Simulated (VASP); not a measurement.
# CaO (Fm-3m) in VASP: vibrations by perturbation theory with PBE

Aim: the vibrations by perturbation theory of CaO with PBE.

Program: VASP 6.6.1. These are calculated values, not measurements. Logs are shortened: lines on timing, memory, paths and dates and some standing lists are left out, and cuts for length are marked.

### 1 The cell of the first run

The structure is cubic, space group Fm-3m (No. 225). The conventional cell has a = 4.831 Å, b = 4.831 Å, c = 4.831 Å, α = 90.00°, β = 90.00°, γ = 90.00°. Within 3.2 Å of Ca (site symmetry m-3m) lie 6 O at 2.42 Å. O (site symmetry m-3m) has 6 Ca at 2.42 Å within 3.2 Å.

### 2 Vibrations by perturbation theory, PBE

The input, INCAR:

```
ALGO = Normal
EDIFF = 1E-8
ENCUT = 520
GGA = PE
IBRION = 8
ISIF = 2
ISMEAR = 0
LASPH = T
LCHARG = F
LEPSILON = T
LREAL = F
LWAVE = F
NBANDS = 15
NELM = 80
NSW = 1
PREC = Accurate
SIGMA = 0.01
```

The input, KPOINTS:

```
k-points
0
Gamma
  8 8 8
```

The input, POSCAR:

```
CaO
1.0
    0.0000000000      2.4153910056      2.4153910056
    2.4153910056      0.0000000000      2.4153910056
    2.4153910056      2.4153910056      0.0000000000
Ca O
1 1
Direct
    0.0000000000      0.0000000000      0.0000000000
    0.5000000000      0.5000000000      0.5000000000
```

Potentials or basis: VASP PAW PBE potentials, release 64 (Ca_sv, O).

On the command line:

```sh
cat potpaw_PBE.64/Ca_sv/POTCAR potpaw_PBE.64/O/POTCAR > POTCAR
mpirun -np 1 vasp_std > vasp.out
```

OUTCAR:

```text
EDIFF = 1E-8
   ENCUT = 520
   GGA = PE
   IBRION = 8
   ISIF = 2
   ISMEAR = 0
   LASPH = T
   LEPSILON = T
   LREAL = F
   NELM = 80
   NSW = 1
   PREC = Accurate

 ion  position               nearest neighbor table
   1  0.000  0.000  0.000-   2 2.42   2 2.42   2 2.42   2 2.42   2 2.42   2 2.42
   2  0.500  0.500  0.500-   1 2.42   1 2.42   1 2.42   1 2.42   1 2.42   1 2.42

  LATTYP: Found a face centered cubic cell.
 ALAT       =     4.8307820112

  Lattice vectors:

 A1 = (   0.0000000000,   2.4153910056,   2.4153910056)
 A2 = (   2.4153910056,   0.0000000000,   2.4153910056)
 A3 = (   2.4153910056,   2.4153910056,   0.0000000000)

Analysis of symmetry for initial positions (statically):
=====================================================================
 Subroutine PRICEL returns:
 Original cell was already a primitive cell.

 Routine SETGRP: Setting up the symmetry group for a
 face centered cubic supercell.

 Subroutine GETGRP returns: Found 48 space group operations
 (whereof 48 operations were pure point group operations)
 out of a pool of 48 trial point group operations.

The static configuration has the point symmetry O_h .

Analysis of symmetry for dynamics (positions and initial velocities):
=====================================================================
 Subroutine PRICEL returns:
 Original cell was already a primitive cell.

 Routine SETGRP: Setting up the symmetry group for a
 face centered cubic supercell.

 Subroutine GETGRP returns: Found 48 space group operations
 (whereof 48 operations were pure point group operations)
 out of a pool of 48 trial point group operations.

The dynamic configuration has the point symmetry O_h .

 Subroutine INISYM returns: Found 48 space group operations
 (whereof 48 operations are pure point group operations),
 and found     1 'primitive' translations

----------------------------------------------------------------------------------------

                                     Primitive cell

  volume of cell :      28.1833

  direct lattice vectors                    reciprocal lattice vectors
     0.000000000  2.415391006  2.415391006    -0.207005822  0.207005822  0.207005822
     2.415391006  0.000000000  2.415391006     0.207005822 -0.207005822  0.207005822
     2.415391006  2.415391006  0.000000000     0.207005822  0.207005822 -0.207005822

  length of vectors
     3.415878719  3.415878719  3.415878719     0.358544601  0.358544601  0.358544601

  position of ions in fractional coordinates (direct lattice)
     0.000000000  0.000000000  0.000000000
     0.500000000  0.500000000  0.500000000

  ion indices of the primitive-cell ions
   primitive index   ion index
                 1           1
                 2           2

----------------------------------------------------------------------------------------

 KPOINTS: k-points

Automatic generation of k-mesh.
 Grid dimensions read from file:
 generate k-points for:    8    8    8

 Generating k-lattice:

  Cartesian coordinates                     Fractional coordinates (reciprocal lattice)
    -0.025875728  0.025875728  0.025875728     0.125000000  0.000000000  0.000000000
     0.025875728 -0.025875728  0.025875728     0.000000000  0.125000000  0.000000000
     0.025875728  0.025875728 -0.025875728     0.000000000  0.000000000  0.125000000
[... 581 lines left out ...]
  free energy    TOTEN  =        -0.23836323 eV

  energy without entropy =       -0.23836323

------------------------ aborting loop because EDIFF is reached ----------------------------------------

--------------------------------------- Ionic step        2  -------------------------------------------

------------------------ aborting loop because EDIFF is reached ----------------------------------------

--------------------------------------- Ionic step        3  -------------------------------------------

------------------------ aborting loop because EDIFF is reached ----------------------------------------

 PIEZOELECTRIC TENSOR FIELD DIRECTION 3  (e Angst)
 -----------------------------------------------------------------------------
     0.00001  0.00000 -0.00000           ( -0.00001  0.00000  0.00000)
     0.00000  0.00001  0.00000           (  0.00000 -0.00001 -0.00000)
     0.00000  0.00000 -0.00072           (  0.00000 -0.00000 -0.00000)

 PIEZOELECTRIC TENSOR FIELD DIRECTION 3  (C/m^2)
 -----------------------------------------------------------------------------
     0.00000  0.00000 -0.00000
     0.00000  0.00000  0.00000
     0.00000  0.00000 -0.00041

--------------------------------------- Ionic step        4  -------------------------------------------

------------------------ aborting loop because EDIFF is reached ----------------------------------------

[... ionic steps 5 to 6 ...]

--------------------------------------- Ionic step        7  -------------------------------------------

 Free energy of the ion-electron system (eV)
  ---------------------------------------------------
  ---------------------------------------------------
  free energy    TOTEN  =        -0.36445863 eV

  energy without entropy =       -0.36445863

------------------------ aborting loop because EDIFF is reached ----------------------------------------

 INTERNAL STRAIN TENSOR  FOR ION    2  DIRECTION 1   (eV/Angst):
 -----------------------------------------------------------------------------
     0.01770  0.00000 -0.00000
    -0.00000 -0.01021  0.00000
     0.00000  0.00000 -0.01021

 MACROSCOPIC STATIC DIELECTRIC TENSOR (including local field effects in DFT)
 ------------------------------------------------------
           3.785408     0.000000    -0.000000
          -0.000000     3.785408     0.000000
          -0.000000    -0.000000     3.785408
 ------------------------------------------------------

 PIEZOELECTRIC TENSOR (including local field effects)  for field in x, y, z        (e  Angst)
          XX          YY          ZZ          XY          YZ          ZX
  --------------------------------------------------------------------------------
  x     0.00000     0.00000     0.00000     0.00000     0.00000     0.00000
  y     0.00000     0.00000     0.00000     0.00000     0.00000     0.00000
  z     0.00000     0.00000     0.00000     0.00000     0.00000     0.00000

 PIEZOELECTRIC TENSOR (including local field effects)  for field in x, y, z        (C/m^2)
          XX          YY          ZZ          XY          YZ          ZX
  --------------------------------------------------------------------------------
  x     0.00000     0.00000     0.00000     0.00000     0.00000     0.00000
  y     0.00000     0.00000     0.00000     0.00000     0.00000     0.00000
  z     0.00000     0.00000     0.00000     0.00000     0.00000     0.00000

 BORN EFFECTIVE CHARGES (including local field effects) (in |e|, cummulative output)
 ---------------------------------------------------------------------------------
 ion    1
    1     2.35213     0.00000    -0.00000
    2     0.00000     2.35213    -0.00000
    3    -0.00000    -0.00000     2.35213
 ion    2
    1    -2.35213    -0.00000     0.00000
    2    -0.00000    -2.35213     0.00000
    3     0.00000     0.00000    -2.35213

 INTERNAL STRAIN TENSOR FOR ION    2 for displacements in x,y,z  (eV/Angst):
          X           Y           Z          XY          YZ          ZX
  --------------------------------------------------------------------------------
  x     0.00000     0.00000     0.00000     0.00000     0.00000     0.00000
  y     0.00000     0.00000     0.00000     0.00000     0.00000     0.00000
  z     0.00000     0.00000     0.00000     0.00000     0.00000     0.00000

 SECOND DERIVATIVES (NOT SYMMETRIZED)
 ------------------------------------
               1X          1Y          1Z          2X          2Y          2Z
  1X    -2.886273    0.000000    0.000000    2.886273    0.000000    0.000000
  1Y     0.000000   -2.886273    0.000000    0.000000    2.886273    0.000000
  1Z     0.000000    0.000000   -2.886273    0.000000    0.000000    2.886273
  2X     2.879139    0.000000    0.000000   -2.879139    0.000000    0.000000
  2Y     0.000000    2.879139    0.000000    0.000000   -2.879139    0.000000
  2Z     0.000000    0.000000    2.879139    0.000000    0.000000   -2.879139

 Eigenvectors and eigenvalues of the dynamical matrix
 ----------------------------------------------------

   1 f  =    7.847274 THz    49.305875 2PiTHz  261.756875 cm-1    32.453702 meV
             X         Y         Z           dx          dy          dz
      0.000000  0.000000  0.000000     0.000000   -0.534623   -0.000000
      2.415391  2.415391  2.415391    -0.000000    0.845091   -0.000000
[... 21 lines left out ...]
   6 f/i=    0.004387 THz     0.027567 2PiTHz    0.146350 cm-1     0.018145 meV
             X         Y         Z           dx          dy          dz
      0.000000  0.000000  0.000000    -0.229761   -0.551662   -0.597543
      2.415391  2.415391  2.415391    -0.145352   -0.348993   -0.378019

--------------------------------------------------------------------------------------------------------

 MACROSCOPIC STATIC DIELECTRIC TENSOR IONIC CONTRIBUTION
 ------------------------------------------------------
          12.322425     0.000000    -0.000000
           0.000000    12.322425    -0.000000
          -0.000000    -0.000000    12.322425
 ------------------------------------------------------

 ELASTIC MODULI CONTR FROM IONIC RELAXATION (kBar)
 Direction    XX          YY          ZZ          XY          YZ          ZX
 --------------------------------------------------------------------------------
 XX           0.0000      0.0000      0.0000      0.0000      0.0000      0.0000
 YY           0.0000      0.0000      0.0000      0.0000      0.0000      0.0000
 ZZ           0.0000      0.0000      0.0000      0.0000      0.0000      0.0000
 XY           0.0000      0.0000      0.0000      0.0000      0.0000      0.0000
 YZ           0.0000      0.0000      0.0000      0.0000      0.0000      0.0000
 ZX           0.0000      0.0000      0.0000      0.0000      0.0000      0.0000
 --------------------------------------------------------------------------------

 PIEZOELECTRIC TENSOR IONIC CONTR  for field in x, y, z        (C/m^2)
          XX          YY          ZZ          XY          YZ          ZX
  --------------------------------------------------------------------------------
  x     0.00000     0.00000     0.00000     0.00000     0.00000     0.00000
  y     0.00000     0.00000     0.00000     0.00000     0.00000     0.00000
  z     0.00000     0.00000     0.00000     0.00000     0.00000     0.00000
```

Run time: 14 min. Hardware: 1 thread of AMD EPYC 7R13, shared host; peak memory 0.19 GiB.

Results:

```yaml
Electronic_dielectric_tensor_diagonal: 3.79
Born_charges_mean_of_the_diagonal: Ca +2.35; O -2.35 e
Highest_phonon_frequency_at_Γ_LO-TO_splitting_left_out: 262 cm⁻¹
```

Phonon frequencies in cm⁻¹ (negative: imaginary):
| q point | frequencies |
| --- | --- |
| (0.000, 0.000, 0.000) | 0 0 0 262 262 262 |

Electronic dielectric tensor:
```
3.79 0.00 0.00
0.00 3.79 0.00
0.00 0.00 3.79
```

Born effective charge tensors (e):
atom 1, Ca
```
2.35 0.00 0.00
0.00 2.35 0.00
0.00 0.00 2.35
```
atom 2, O
```
-2.35  0.00  0.00
 0.00 -2.35  0.00
 0.00  0.00 -2.35
```
